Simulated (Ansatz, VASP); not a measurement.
**Y in VASP and in Ansatz**

```
CELL_PARAMETERS angstrom
0.00000 2.49237 2.49237
2.49237 0.00000 2.49237
2.49237 2.49237 0.00000
ATOMIC_POSITIONS crystal
Y 0.00000 0.00000 0.00000
```

Alike in both runs: task single point; functional PBEsol; k mesh 13 × 13 × 13; occupations fermi-dirac, width 0.1 eV; no spin polarisation.

|  | VASP | Ansatz |
| --- | --- | --- |
| version | VASP 6.6.1 | Ansatz 0.2.0 |
| potentials or method | VASP PAW PBE potentials, release 64 (Y_sv), cutoff 520 eV | all-electron LAPW, scalar-relativistic |

Ansatz gave:

```
pressure (GPa) : 0.0
```

Problem. Estimate VASP's values.

Solution. Pressure (GPa): -0.2.

VASP's potentials were made for PBE, not for PBEsol. Ansatz ran all-electron here, and VASP with PAW potentials.
